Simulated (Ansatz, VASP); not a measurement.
# Two plane-wave programs on TiB

```
Ti B
1.0
     0.00000    2.47763    2.47763
     2.47763    0.00000    2.47763
     2.47763    2.47763    0.00000
Ti B
1 1
Direct
  0.75000 0.75000 0.75000
  0.00000 0.00000 0.00000
```

Alike in both runs: task single point; functional PBEsol; k mesh 14 × 14 × 14; occupations gaussian, width 0.1 eV; no spin polarisation.

|  | VASP | Ansatz |
| --- | --- | --- |
| version | VASP 6.6.1 | Ansatz 0.2.0 |
| potentials or method | VASP PAW PBE potentials, release 64 (Ti_sv, B), cutoff 520 eV | scalar-relativistic, plane waves, PAW |
| valence electrons in the cell | 15 | 15 |

```csv
,VASP,Ansatz,Ansatz less VASP
gap on the k mesh at the Fermi level (eV),none,none,-
pressure (GPa),-2.9,-3.0,-0.06
```

VASP's potentials were made for PBE, not for PBEsol. A gap of «none» marks a metal or a gap that the smearing closes.
